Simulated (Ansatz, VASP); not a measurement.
# Sc in VASP and in Ansatz

INCAR

```
ALGO = Normal
EDIFF = 1E-7
ENCUT = 520
GGA = CA
ISIF = 2
ISMEAR = -1
LASPH = T
LCHARG = F
LREAL = F
LWAVE = F
NBANDS = 18
NELM = 100
PREC = Accurate
SIGMA = 0.03
```

KPOINTS

```
k-points
0
Gamma
  13 13 7
```

The input POSCAR:

```
Sc
1.0
    3.2757099183      0.0000000000      0.0000000000
   -1.6378549591      2.8368480047      0.0000000000
    0.0000000000      0.0000000000      5.2680000000
Sc
2
Direct
    0.3333333333      0.6666666667      0.2500000000
    0.6666666667      0.3333333333      0.7500000000
```

Input for Ansatz:

```yaml
crystal:
  lattice:
    - [3.2757099183, 0.0, 0.0]
    - [-1.6378549591, 2.8368480047, 0.0]
    - [0.0, 0.0, 5.268]
  atoms:
    - { symbol: Sc, position: [0.3333333333, 0.6666666667, 0.25] }
    - { symbol: Sc, position: [0.6666666667, 0.3333333333, 0.75] }
kpoints:
  mp_grid: { grid: [13, 13, 7] }
  band_path:
    path:
      - [0.0, 0.0, 0.0]
      - [0.5, 0.0, 0.0]
      - [0.3333333333, 0.3333333333, 0.0]
      - [0.0, 0.0, 0.0]
      - [0.0, 0.0, 0.5]
      - [0.5, 0.0, 0.5]
      - [0.3333333333, 0.3333333333, 0.5]
      - [0.0, 0.0, 0.5]
      - [0.5, 0.0, 0.5]
    npoints: 5
scf:
  occupations: { method: fermi_dirac, width: 0.03 }
hamiltonian:
  xc: lda
  pseudopotentials: { kind: all_electron, lapw: { basis_error: 0.0005 } }
output:
  forces: true
  stress: true
  eigenvalues: true
```

Change from the starting cell: equal xx and yy strain of -1 %.

Alike in both runs: task single point; functional LDA; k mesh 13 × 13 × 7; occupations fermi-dirac, width 0.03 eV; no spin polarisation.

|  | VASP | Ansatz |
| --- | --- | --- |
| version | VASP 6.6.1 | Ansatz 0.2.0 |
| potentials or method | VASP PAW LDA potentials, release 64 (Sc_sv), cutoff 520 eV | all-electron LAPW, scalar-relativistic |

|  | VASP | Ansatz | Ansatz less VASP |
| --- | --- | --- | --- |
| pressure (GPa) | -4.3 | -4.4 | -0.05 |
| traceless stress, the component that is largest in VASP (GPa) | -1.74 | -1.75 | -0.007 |

LDA's correlation is that of Perdew and Zunger in VASP and of Perdew and Wang (1992) in Ansatz. Ansatz ran all-electron here, and VASP with PAW potentials.
